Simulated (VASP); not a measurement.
# ZnSe (F-43m) in VASP: notebook, part 2 of 2

VASP 6.6.1.

### Step 4. Single point, PBE

This run uses another cell than the first one, of 19.26 Å³/atom, 0.744 times its volume.

INCAR reads:

```
  PREC = Accurate
  ENCUT = 520
  EDIFF = 1E-7
  ISMEAR = 0
  SIGMA = 0.01
  LREAL = F
  LASPH = T
  NELM = 100
  ALGO = Normal
  ISIF = 2
  LWAVE = F
  LCHARG = T
  GGA = PE
  LELF = T
  LVHAR = T
  NBANDS = 16
```

KPOINTS reads:

```
regular mesh
0
Gamma
  8 8 8
```

POSCAR reads:

```
ZnSe
1.0
    0.0000000000      2.6805296698      2.6805296698
    2.6805296698      0.0000000000      2.6805296698
    2.6805296698      2.6805296698      0.0000000000
Zn Se
1 1
Direct
    0.0000000000      0.0000000000      0.0000000000
    0.7500000000      0.7500000000      0.7500000000
```

Potentials or basis: VASP PAW PBE potentials, release 64 (Zn, Se).

Command:

```
$ cat potpaw_PBE.64/Zn/POTCAR potpaw_PBE.64/Se/POTCAR > POTCAR
$ mpirun -np 1 vasp_std > vasp.out
```

OUTCAR:

```text
PREC = Accurate
   ENCUT = 520
   EDIFF = 1E-7
   ISMEAR = 0
   LREAL = F
   LASPH = T
   NELM = 100
   ISIF = 2
   GGA = PE

 ion  position               nearest neighbor table
   1  0.000  0.000  0.000-   2 2.32   2 2.32   2 2.32   2 2.32
   2  0.750  0.750  0.750-   1 2.32   1 2.32   1 2.32   1 2.32

  LATTYP: Found a face centered cubic cell.
 ALAT       =     5.3610593396

  Lattice vectors:

 A1 = (   0.0000000000,   2.6805296698,   2.6805296698)
 A2 = (   2.6805296698,   0.0000000000,   2.6805296698)
 A3 = (   2.6805296698,   2.6805296698,   0.0000000000)

Analysis of symmetry for initial positions (statically):
=====================================================================
 Subroutine PRICEL returns:
 Original cell was already a primitive cell.

 Routine SETGRP: Setting up the symmetry group for a
 face centered cubic supercell.

 Subroutine GETGRP returns: Found 24 space group operations
 (whereof 24 operations were pure point group operations)
 out of a pool of 48 trial point group operations.

The static configuration has the point symmetry T_d .

Analysis of symmetry for dynamics (positions and initial velocities):
=====================================================================
 Subroutine PRICEL returns:
 Original cell was already a primitive cell.

 Routine SETGRP: Setting up the symmetry group for a
 face centered cubic supercell.

 Subroutine GETGRP returns: Found 24 space group operations
 (whereof 24 operations were pure point group operations)
 out of a pool of 48 trial point group operations.

The dynamic configuration has the point symmetry T_d .

 Subroutine INISYM returns: Found 24 space group operations
 (whereof 24 operations are pure point group operations),
 and found     1 'primitive' translations

----------------------------------------------------------------------------------------

                                     Primitive cell

  volume of cell :      38.5205

  direct lattice vectors                    reciprocal lattice vectors
     0.000000000  2.680529670  2.680529670    -0.186530299  0.186530299  0.186530299
     2.680529670  0.000000000  2.680529670     0.186530299 -0.186530299  0.186530299
     2.680529670  2.680529670  0.000000000     0.186530299  0.186530299 -0.186530299

  length of vectors
     3.790841413  3.790841413  3.790841413     0.323079955  0.323079955  0.323079955

  position of ions in fractional coordinates (direct lattice)
     0.000000000  0.000000000  0.000000000
     0.750000000  0.750000000  0.750000000

  ion indices of the primitive-cell ions
   primitive index   ion index
                 1           1
                 2           2

----------------------------------------------------------------------------------------

 KPOINTS: regular mesh

Automatic generation of k-mesh.
 Grid dimensions read from file:
 generate k-points for:    8    8    8

 Generating k-lattice:

  Cartesian coordinates                     Fractional coordinates (reciprocal lattice)
    -0.023316287  0.023316287  0.023316287     0.125000000  0.000000000  0.000000000
     0.023316287 -0.023316287  0.023316287     0.000000000  0.125000000  0.000000000
     0.023316287  0.023316287 -0.023316287     0.000000000  0.000000000  0.125000000

  Length of vectors
     0.040384994  0.040384994  0.040384994

  Shift w.r.t. Gamma in fractional coordinates (k-lattice)
     0.000000000  0.000000000  0.000000000

 Subroutine IBZKPT returns following result:
 ===========================================

 Found     29 irreducible k-points:

 Following reciprocal coordinates:
            Coordinates               Weight
  0.000000  0.000000  0.000000      1.000000
  0.125000  0.000000  0.000000      8.000000
  0.250000  0.000000  0.000000      8.000000
  0.375000  0.000000  0.000000      8.000000
  0.500000  0.000000  0.000000      4.000000
  0.125000  0.125000  0.000000      6.000000
[... 16 lines left out ...]
  0.500000  0.250000  0.125000     48.000000
 -0.375000  0.250000  0.125000     24.000000
 [... further k-points ...]
   k-points           NKPTS =     29   k-points in BZ     NKDIM =     29   number of bands    NBANDS=     16
   number of dos      NEDOS =    301   number of ions     NIONS =      2
   total plane-waves  NPLWV =  21952
   dimension x,y,z NGX =    28 NGY =   28 NGZ =   28
   dimension x,y,z NGXF=    56 NGYF=   56 NGZF=   56
   ions per type =               1   1
   NGX,Y,Z   is equivalent  to a cutoff of  12.28, 12.28, 12.28 a.u.
   NGXF,Y,Z  is equivalent  to a cutoff of  24.56, 24.56, 24.56 a.u.
 SYSTEM =  unknown system
   PREC   = accura    normal or accurate (medium, high low for compatibility)
   ISTART =      0    job   : 0-new  1-cont  2-samecut
   ICHARG =      2    charge: 1-file 2-atom 10-const
   ISPIN  =      1    spin polarized calculation?
   LNONCOLLINEAR =      F non collinear calculations
   LSORBIT =      F    spin-orbit coupling
   LASPH  =      T    aspherical Exc in radial PAW
   ENCUT  =  520.0 eV  38.22 Ry    6.18 a.u.   7.05  7.05  7.05*2*pi/ulx,y,z
   NELM   =    100;   NELMIN=  2; NELMDL= -5     # of ELM steps
   EDIFF  = 0.1E-06   stopping-criterion for ELM
   LREAL  =      F    real-space projection
   EDIFFG = 0.1E-05   stopping-criterion for IOM
   NSW    =      0    number of steps for IOM
   IBRION =     -1    ionic relax: 0-MD 1-quasi-New 2-CG
   NFREE  =      0    steps in history (QN), initial steepest desc. (CG)
   ISIF   =      2    stress and relaxation
   ISYM   =      2    0-nonsym 1-usesym 2-fastsym
   POTIM  = 0.5000    time-step for ionic-motion
   TEBEG  =    0.0;   TEEND  =   0.0 temperature during run
   PSTRESS=    0.0 pullay stress
   NELECT =      18.0000    total number of electrons
   NUPDOWN=      -1.0000    fix difference up-down
   EMIN   =  10.00;   EMAX   =-10.00  energy-range for DOS
   EFERMI =   0.00;   METHOD = LEGACY
   ISMEAR =     0;   SIGMA  =   0.01  broadening in eV -4-tet -1-fermi 0-gaus
   EFERMI_NEDOS =   21; number of points for ismear=-14 and -15
   IALGO  =     38    algorithm
   IMIX   =      4    mixing-type and parameters
     AMIX     =   0.40;   BMIX     =  1.00
     AMIX_MAG =   1.60;   BMIX_MAG =  1.00
  volume/ion in A,a.u.               =      19.26       129.97
  Fermi-wavevector in a.u.,A,eV,Ry     =   1.270384  2.400678 21.958113  1.613876
  Thomas-Fermi vector in A             =   2.403374
   LORBIT       =      0    0 simple, 1 ext, 2 COOP (PROOUT), +10 PAW based schemes
   GGA     = PE    functional components
   LHFCALC =     F    Hartree Fock is set to
   AEXX    =    0.0000 exact exchange contribution
   IVDW    =     0    specifies the selected vdW correction
   LEPSILON=     F    determine dielectric tensor
   LRPA    =     F    only Hartree local field effects (RPA)
 non-spin polarized calculation
 Gauss-broadening in eV      SIGMA  =   0.01
  energy-cutoff  :      520.00
  volume of cell :       38.52
 maximum number of plane-waves:      1056
   NGX = 15   NGY = 15   NGZ = 15

 number of electron      18.0000015 magnetization

 Free energy of the ion-electron system (eV)
  ---------------------------------------------------
  ext. energy  EPLUGINS =         0.00000000
  ---------------------------------------------------
  free energy    TOTEN  =        -5.61536717 eV

  energy without entropy =       -5.61536717  energy(sigma->0) =       -5.61536717

 E-fermi :   3.2626     XC(G=0): -10.1060

 val. band max:        3.2008685270   @ k =   0.0000   0.0000   0.0000
 cond. band min:       5.2086201472   @ k =   0.0000   0.0000   0.0000
 fundamental gap:      2.0077516201
 Fermi energy:         3.2625751085

 k-point     1 :       0.0000    0.0000    0.0000
  band No.  band energies     occupation
      1     -11.2863      2.00000
      2      -4.1081      2.00000
      3      -4.1081      2.00000
      4      -4.1081      2.00000
      5      -3.5685      2.00000
      6      -3.5685      2.00000
[... 8 lines left out ...]
     15      14.9941      0.00000
     16      14.9941      0.00000
[... 419 lines left out ...]
 k-point    24 :      -0.3750    0.2500    0.1250
  band No.  band energies     occupation
      1      -9.9895      2.00000
      2      -3.9852      2.00000
      3      -3.9146      2.00000
      4      -3.6448      2.00000
      5      -3.5623      2.00000
      6      -3.2767      2.00000
[... 8 lines left out ...]
     15      16.5079      0.00000
     16      17.5856      0.00000

 [... further k-points ...]

------------------------ aborting loop because EDIFF is reached ----------------------------------------

  FORCE on cell =-STRESS in cart. coord.  units (eV):
  Direction    XX          YY          ZZ          XY          YZ          ZX
  --------------------------------------------------------------------------------------
  -------------------------------------------------------------------------------------
  Total        4.4365257      4.4365257      4.4365257      0.0000000      0.0000000      0.0000000
  in kB      184.5277715    184.5277715    184.5277715      0.0000000      0.0000000      0.0000000
  external PRESSURE =     184.5277715 kB  Pullay stress =       0.0000000 kB

 VOLUME and BASIS-vectors are now :
 -----------------------------------------------------------------------------
  energy-cutoff  :      520.00
  volume of cell :       38.52
      direct lattice vectors                 reciprocal lattice vectors
     0.000000000  2.680529670  2.680529670    -0.186530299  0.186530299  0.186530299
     2.680529670  0.000000000  2.680529670     0.186530299 -0.186530299  0.186530299
     2.680529670  2.680529670  0.000000000     0.186530299  0.186530299 -0.186530299

 POSITION                                       TOTAL-FORCE (eV/Angst)
 -----------------------------------------------------------------------------------
      0.00000      0.00000      0.00000        -0.000000     -0.000000     -0.000000
      4.02079      4.02079      4.02079         0.000000      0.000000      0.000000
 -----------------------------------------------------------------------------------
    total drift:                               -0.000002     -0.000002     -0.000002

  FREE ENERGIE OF THE ION-ELECTRON SYSTEM (eV)
  ---------------------------------------------------
  free  energy   TOTEN  =        -5.6153671704 eV

  energy  without entropy=       -5.6153671704  energy(sigma->0) =       -5.61536717
```

OSZICAR:

```text
N       E                     dE             d eps       ncg     rms          rms(c)
DAV:   1     0.872707095233E+02    0.87271E+02   -0.88981E+03   936   0.135E+03
DAV:   2    -0.824041249813E+00   -0.88095E+02   -0.83226E+02  1048   0.260E+02
DAV:   3    -0.588474428683E+01   -0.50607E+01   -0.50445E+01  1104   0.611E+01
DAV:   4    -0.591934336932E+01   -0.34599E-01   -0.34596E-01  1152   0.530E+00
DAV:   5    -0.591948996893E+01   -0.14660E-03   -0.14660E-03  1184   0.321E-01    0.661E+00
DAV:   6    -0.564117852555E+01    0.27831E+00   -0.55529E-01  1288   0.268E+01    0.485E+00
DAV:   7    -0.561599839056E+01    0.25180E-01   -0.18933E-01  1088   0.425E+00    0.200E+00
DAV:   8    -0.561526681134E+01    0.73158E-03   -0.58468E-03  1352   0.116E+00    0.508E-01
DAV:   9    -0.561528130071E+01   -0.14489E-04   -0.14456E-03  1048   0.307E-01    0.614E-02
DAV:  10    -0.561536152906E+01   -0.80228E-04   -0.24481E-04  1360   0.162E-01    0.342E-02
DAV:  11    -0.561536613991E+01   -0.46109E-05   -0.46251E-05  1016   0.698E-02    0.121E-02
DAV:  12    -0.561536711759E+01   -0.97767E-06   -0.39483E-06  1144   0.138E-02    0.332E-03
DAV:  13    -0.561536717044E+01   -0.52849E-07   -0.66210E-07  1088   0.893E-03
   1 F= -.56153672E+01 E0= -.56153672E+01  d E =-.960559E-21
```

Run time: 13 s. Hardware: 1 thread of AMD EPYC 9R45 (Zen 5), shared host; peak memory 0.13 GiB.

What came out:

```
Free energy            : -5.6154 eV
Pressure               : 18.5 GPa
Band gap on the k mesh : 2.01 eV, direct
```

### Step 5. Overview

```csv
cell,k mesh,smearing,gap on the mesh (eV),pressure (GPa)
"a = 4.184 Å, angles 60.0°, 2 atoms",8 × 8 × 8,gaussian 0.02 eV,0.80,-4.2
"a = 4.184 Å, angles 60.0°, 2 atoms","8 × 8 × 8, shifted",methfessel-paxton 0.02 eV,1.27,-4.2
"a = 3.791 Å, angles 60.0°, 2 atoms",8 × 8 × 8,gaussian 0.01 eV,2.01,18.5
```

Alike in all rows: task single point; level PBE; potentials or basis VASP PAW PBE potentials, release 64 (Zn, Se); no spin polarisation; cutoff (eV) 520.

Total energies depend on the potentials used, so only differences within one code and one set of settings carry meaning.
